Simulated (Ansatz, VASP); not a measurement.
**InSb: VASP beside Ansatz**

```xyz
2
Lattice="0.0000 3.1953 3.1953 3.1953 0.0000 3.1953 3.1953 3.1953 0.0000" Properties=species:S:1:pos:R:3 pbc="T T T"
In    0.0000    0.0000    0.0000
Sb    4.7930    4.7930    4.7930
```

Change from the starting cell: volume scaled by 0.96, ions relaxed.

Alike in both runs: functional PBE; k mesh 12 × 12 × 12; occupations fermi-dirac, width 0.05 eV; no spin polarisation.

Ansatz relaxed the structure, and its values are those at the end. VASP's run is a single point on that final structure, the one shown.

|  | VASP | Ansatz |
| --- | --- | --- |
| version | VASP 6.6.1 | Ansatz 0.2.0 |
| potentials or method | VASP PAW PBE potentials, release 64 (In_d, Sb) | plane-wave PAW, scalar-relativistic |
| plane-wave cutoff (eV) | 500 | 420 |
| valence electrons in the cell | 18 | 28 |

```csv
,VASP,Ansatz,Ansatz less VASP
pressure (GPa),5.4,5.4,+0.03
```

VASP's potentials hold 18 valence electrons a cell and Ansatz's 28, so a difference there can come from the potentials and not from the codes. Ansatz's warnings: stress scf threshold loose.

Neither program's run includes spin-orbit coupling.
